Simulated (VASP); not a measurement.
# Rh (Fm-3m) in VASP: elastic constants with PBEsol

Aim: the elastic constants of Rh with PBEsol.

All numbers are computed with VASP 6.6.1; they aren't measurements. Logs are shortened: lines on timing, memory, paths and dates and some standing lists are left out, and cuts for length are marked.

### Step 1. The cell of the first run

Symmetry: Fm-3m, No. 225, cubic system. The conventional cell has a = 3.742 Å, b = 3.742 Å, c = 3.742 Å, α = 90.00°, β = 90.00°, γ = 90.00°. Within 3.5 Å of Rh (site symmetry m-3m) lie 12 Rh at 2.65 Å.

### Step 2. Elastic constants, PBEsol

INCAR

```
SYSTEM = Rh
ALGO = Normal
EDIFF = 1E-8
ENCUT = 600
GGA = PS
IBRION = 6
ISIF = 3
ISMEAR = -1
LASPH = .True.
LCHARG = .False.
LREAL = .False.
LWAVE = .False.
NBANDS = 14
NELM = 80
NFREE = 2
NSW = 1
POTIM = 0.015
PREC = Accurate
SIGMA = 0.1
```

KPOINTS

```
k-points
0
Gamma
  28 28 28
  0 0 0
```

POSCAR

```
Rh
1.0
    0.0000000000      1.8711181935      1.8711181935
    1.8711181935      0.0000000000      1.8711181935
    1.8711181935      1.8711181935      0.0000000000
Rh
1
Direct
    0.0000000000      0.0000000000      0.0000000000
```

Potentials or basis: VASP PAW PBE potentials, release 64 (Rh_pv).

Run with:

```console
> cat potpaw_PBE.64/Rh_pv/POTCAR > POTCAR
> mpirun -np 1 vasp_std > vasp.out
```

OUTCAR:

```text
SYSTEM = Rh
   EDIFF = 1E-8
   ENCUT = 600
   GGA = PS
   IBRION = 6
   ISIF = 3
   ISMEAR = -1
   LASPH = .True.
   LREAL = .False.
   NELM = 80
   NFREE = 2
   NSW = 1
   POTIM = 0.015
   PREC = Accurate

 ion  position               nearest neighbor table
   1  0.000  0.000  0.000-

  LATTYP: Found a face centered cubic cell.
 ALAT       =     3.7422363870

  Lattice vectors:

 A1 = (   0.0000000000,   1.8711181935,   1.8711181935)
 A2 = (   1.8711181935,   0.0000000000,   1.8711181935)
 A3 = (   1.8711181935,   1.8711181935,   0.0000000000)

Analysis of symmetry for initial positions (statically):
=====================================================================
 Subroutine PRICEL returns:
 Original cell was already a primitive cell.

 Routine SETGRP: Setting up the symmetry group for a
 face centered cubic supercell.

 Subroutine GETGRP returns: Found 48 space group operations
 (whereof 48 operations were pure point group operations)
 out of a pool of 48 trial point group operations.

The static configuration has the point symmetry O_h .

Analysis of symmetry for dynamics (positions and initial velocities):
=====================================================================
 Subroutine PRICEL returns:
 Original cell was already a primitive cell.

 Routine SETGRP: Setting up the symmetry group for a
 face centered cubic supercell.

 Subroutine GETGRP returns: Found 48 space group operations
 (whereof 48 operations were pure point group operations)
 out of a pool of 48 trial point group operations.

The dynamic configuration has the point symmetry O_h .

 Subroutine INISYM returns: Found 48 space group operations
 (whereof 48 operations are pure point group operations),
 and found     1 'primitive' translations

----------------------------------------------------------------------------------------
[... 342 lines left out ...]
      7       9.3286      2.00000
      8      11.6069      1.99995
      9      11.6069      1.99995
     10      28.5484      0.00000
     11      32.8964      0.00000
     12      34.2769      0.00000
     13      34.2769      0.00000
     14      34.2769      0.00000
[... 377 lines left out ...]
      1     -34.3536      2.00000
      2     -33.8452      2.00000
      3     -33.8335      2.00000
      4       6.3227      2.00000
      5       9.5513      2.00000
      6       9.6398      2.00000
      7       9.9074      2.00000
      8      12.1451      1.98818
      9      12.4016      1.85651
     10      26.2529      0.00000
     11      29.8122      0.00000
     12      32.8990      0.00000
     13      36.4525      0.00000
     14      37.6815      0.00000

 [... further k-points ...]

------------------------ aborting loop because EDIFF is reached ----------------------------------------

  FORCE on cell =-STRESS in cart. coord.  units (eV):
  Direction    XX          YY          ZZ          XY          YZ          ZX
  --------------------------------------------------------------------------------------
  -------------------------------------------------------------------------------------
  Total        0.7999814      0.7999814      0.7999814     -0.0000000     -0.0000000     -0.0000000
  in kB       97.8265611     97.8265611     97.8265611     -0.0000000     -0.0000000     -0.0000000
  external PRESSURE =      97.8265611 kB  Pullay stress =       0.0000000 kB
[... 16 lines left out ...]
  FREE ENERGIE OF THE ION-ELECTRON SYSTEM (eV)
  ---------------------------------------------------
  free  energy   TOTEN  =        -8.1465222060 eV

  energy  without entropy=       -8.1063329512  energy(sigma->0) =       -8.12642758

 INTERNAL STRAIN TENSORS FROM STRAINED CELLS
 ============================================

 INTERNAL STRAIN TENSOR FOR ION    1 for displacements in x,y,z  (eV/Angst):
          X           Y           Z          XY          YZ          ZX
  --------------------------------------------------------------------------------
  x     0.00000     0.00000    -0.00000    -0.00000     0.00000    -0.00000
  y    -0.00000    -0.00000    -0.00000    -0.00000     0.00000     0.00000
  z    -0.00000     0.00000     0.00000    -0.00000    -0.00000     0.00000

 INTERNAL STRAIN TENSORS FROM DISPLACED ATOMS
 ============================================

 INTERNAL STRAIN TENSOR FOR ION    1 for displacements in x,y,z  (eV/Angst):
          X           Y           Z          XY          YZ          ZX
  --------------------------------------------------------------------------------
  x     0.00000     0.00000     0.00000     0.00000     0.00000     0.00000
  y     0.00000     0.00000     0.00000     0.00000     0.00000     0.00000
  z     0.00000     0.00000     0.00000     0.00000     0.00000     0.00000

 Eigenvectors and eigenvalues of the dynamical matrix
 ----------------------------------------------------

   1 f  =    0.000000 THz     0.000000 2PiTHz    0.000000 cm-1     0.000000 meV
             X         Y         Z           dx          dy          dz
      0.000000  0.000000  0.000000     0.724138   -0.689655    0.000000

   2 f  =    0.000000 THz     0.000000 2PiTHz    0.000000 cm-1     0.000000 meV
             X         Y         Z           dx          dy          dz
      0.000000  0.000000  0.000000    -0.689655   -0.724138    0.000000

   3 f  =    0.000000 THz     0.000000 2PiTHz    0.000000 cm-1     0.000000 meV
             X         Y         Z           dx          dy          dz
      0.000000  0.000000  0.000000     0.000000    0.000000    1.000000

--------------------------------------------------------------------------------------------------------

 ELASTIC MODULI CONTR FROM IONIC RELAXATION (kBar)
 Direction    XX          YY          ZZ          XY          YZ          ZX
 --------------------------------------------------------------------------------
 XX           0.0000      0.0000      0.0000      0.0000      0.0000      0.0000
 YY           0.0000      0.0000      0.0000      0.0000      0.0000      0.0000
 ZZ           0.0000      0.0000      0.0000      0.0000      0.0000      0.0000
 XY           0.0000      0.0000      0.0000      0.0000      0.0000      0.0000
 YZ           0.0000      0.0000      0.0000      0.0000      0.0000      0.0000
 ZX           0.0000      0.0000      0.0000      0.0000      0.0000      0.0000
 --------------------------------------------------------------------------------

 TOTAL ELASTIC MODULI (kBar)
 Direction    XX          YY          ZZ          XY          YZ          ZX
 --------------------------------------------------------------------------------
 XX        5226.1200   2398.1190   2398.1190      0.0000      0.0000     -0.0000
 YY        2398.1190   5226.1200   2398.1190      0.0000      0.0000     -0.0000
 ZZ        2398.1190   2398.1190   5226.1200      0.0000     -0.0000     -0.0000
 XY           0.0000      0.0000      0.0000   2360.7085     -0.0000      0.0000
 YZ           0.0000      0.0000     -0.0000     -0.0000   2360.7085      0.0000
 ZX          -0.0000     -0.0000     -0.0000      0.0000      0.0000   2360.7085
 --------------------------------------------------------------------------------
```

It took 2 h on 1 thread of Oxide Virtual Turin-like, shared host; peak memory 1.9 GiB.

Results:

```
Elastic constants C11, C12, C44 : 523, 240, 236 GPa
Voigt bulk modulus              : 334 GPa
```

Elastic tensor in Voigt notation (GPa, in the Cartesian axes of the cell as first typed):
```
523 240 240   0   0   0
240 523 240   0   0   0
240 240 523   0   0   0
  0   0   0 236   0   0
  0   0   0   0 236   0
  0   0   0   0   0 236
```

Clamped-ion elastic tensor (GPa):
```
523 240 240   0   0   0
240 523 240   0   0   0
240 240 523   0   0   0
  0   0   0 236   0   0
  0   0   0   0 236   0
  0   0   0   0   0 236
```

Caveat: the cell is under stress, which shifts elastic constants; the PAW data sets were made with another functional, which shifts forces and pressure a little.
